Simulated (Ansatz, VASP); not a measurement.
Two plane-wave programs on CaBe2O3

```xyz
6
Lattice="2.6422 -4.0291 0.0000 2.6422 4.0291 0.0000 0.0000 0.0000 2.6300" Properties=species:S:1:pos:R:3 pbc="T T T"
Ca    2.6422    0.0000    0.0000
Be    2.6422    2.2915    0.0000
Be    2.6422   -2.2915    0.0000
O     0.0000    0.0000    0.0000
O     1.3211   -2.0145    1.3150
O     1.3211    2.0145    1.3150
```

Change from the starting cell: species swapped into the NaH2Pd3 type (Cmmm, No. 65).

Alike in both runs: task relaxation of cell and atoms; functional PBE; k mesh 4 × 4 × 6; occupations gaussian, width 0.1 eV; no spin polarisation.

```csv
,VASP,Ansatz
version,VASP 6.6.1,Ansatz 0.2.0
potentials or method,"VASP PAW PBE potentials, release 64 (Ca_sv, Be, O), cutoff 600 eV","scalar-relativistic, plane waves, PAW"
valence electrons in the cell,32,32
```

|  | VASP | Ansatz | Ansatz less VASP |
| --- | --- | --- | --- |
| gap on the k mesh at the Fermi level, each at its own relaxed structure (eV) | 0.61 | 0.62 | +0.007 |
| relaxed volume (Å³/atom) | 8.91 | 8.91 | 0.000 |
| relaxed cell length with the largest relative difference (Å) | 2.647 | 2.646 | -0.0006 |
